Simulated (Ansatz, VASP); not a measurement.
# Two plane-wave programs on K2S

File POSCAR:

```
K2S
1.0
    0.0000000000      3.7027186719      3.7027186719
    3.7027186719      0.0000000000      3.7027186719
    3.7027186719      3.7027186719      0.0000000000
K S
2 1
Direct
    0.2500000000      0.2500000000      0.2500000000
    0.7500000000      0.7500000000      0.7500000000
    0.0000000000      0.0000000000      0.0000000000
```

Contents of INCAR.step1:

```
SYSTEM = K2S
PREC = Accurate
ENCUT = 550
ISMEAR = 0
SIGMA = 0.01
LREAL = .False.
LASPH = .True.
NELM = 120
NBANDS = 19
GGA = PE
ALGO = Normal
EDIFF = 1E-5
LWAVE = .True.
LCHARG = .False.
GGA_COMPAT = .False.
```

Contents of INCAR.step2:

```
SYSTEM = K2S
PREC = Accurate
ENCUT = 550
EDIFF = 1E-6
ISMEAR = 0
SIGMA = 0.01
LREAL = .False.
LASPH = .True.
NELM = 120
ALGO = Normal
ISIF = 2
LWAVE = .False.
LCHARG = .False.
METAGGA = R2SCAN
LMIXTAU = .True.
NBANDS = 19
ISTART = 1
GGA_COMPAT = .False.
```

File KPOINTS:

```
Automatic mesh
0
Gamma
  6 6 6
  0 0 0
```

Input for Ansatz:

```yaml
crystal:
  lattice:
    - [0.0, 3.7027186719, 3.7027186719]
    - [3.7027186719, 0.0, 3.7027186719]
    - [3.7027186719, 3.7027186719, 0.0]
  atoms:
    - { symbol: K, position: [0.25, 0.25, 0.25] }
    - { symbol: K, position: [0.75, 0.75, 0.75] }
    - { symbol: S, position: [0.0, 0.0, 0.0] }
kpoints:
  mp_grid: { grid: [6, 6, 6] }
hamiltonian:
  xc: r2scan
scf:
  occupations: { method: fixed }
  n_extra_bands: 4
output:
  forces: true
  stress: true
  eigenvalues: true
```

Alike in both runs: task single point; functional r2SCAN; k mesh 6 × 6 × 6; no spin polarisation.

|  | VASP | Ansatz |
| --- | --- | --- |
| version | VASP 6.6.1 | Ansatz 0.2.0 |
| potentials or method | VASP PAW PBE potentials, release 64 (K_sv, S) | plane waves, PAW |
| plane-wave cutoff (eV) | 550 | 500 |
| occupations | gaussian, width 0.01 eV | fixed |
| valence electrons in the cell | 24 | 24 |

```tsv
	VASP	Ansatz	Ansatz less VASP
gap on the k mesh at the Fermi level (eV)	2.76	2.75	-0.006
pressure (GPa)	0.0	0.0	-0.01
```

VASP's potentials were made for PBE, not for r2SCAN.
